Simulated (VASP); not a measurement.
Input of a VASP 6.6.1 run:

File INCAR:

```
SYSTEM = PbS
PREC     = Accurate       ! precision mode
ENCUT    = 520            ! plane-wave cutoff, eV
EDIFF    = 1E-7           ! SCF threshold, eV
ISMEAR   = -1             ! smearing method
SIGMA    = 0.01           ! smearing width, eV
LREAL    = .FALSE.        ! projectors in reciprocal space
LASPH    = .TRUE.         ! aspherical terms in the spheres
NELM     = 100            ! most SCF steps
ALGO     = Normal         ! electronic algorithm
ISIF     = 2              ! what is computed and relaxed
LWAVE    = .FALSE.        ! write WAVECAR
LCHARG   = .TRUE.         ! write CHGCAR
GGA      = PE             ! functional
LELF     = .TRUE.         ! ELF
LVHAR    = .TRUE.       
NBANDS   = 17             ! bands
```

The input KPOINTS:

```
Automatic mesh
0
G
  8 8 8
  0 0 0
```

POSCAR

```
PbS
1.0
   -0.0296500000      2.9501750000      2.9501750000
    2.9501750000     -0.0296500000      2.9501750000
    2.9501750000      2.9501750000     -0.0296500000
Pb S
1 1
Direct
    0.0000000000      0.0000000000      0.0000000000
    0.5000000000      0.5000000000      0.5000000000
```

Potentials or basis: VASP PAW PBE potentials, release 64 (Pb_d, S).

Launch:

```bash
$ cat potpaw_PBE.64/Pb_d/POTCAR potpaw_PBE.64/S/POTCAR > POTCAR
$ mpirun -np 1 vasp_std > vasp.out
```

(1) Estimate the pressure.

(2) Estimate the band gap on the k mesh.

## Answers

(1) 2.2 GPa.

(2) 0.26 eV, indirect (least direct gap 0.34 eV).

Caveat: the cell differs from its parent crystal (equal xy, yz and zx shear strains of -1 %); spin-orbit coupling is left out, which moves the levels of the heavy elements.
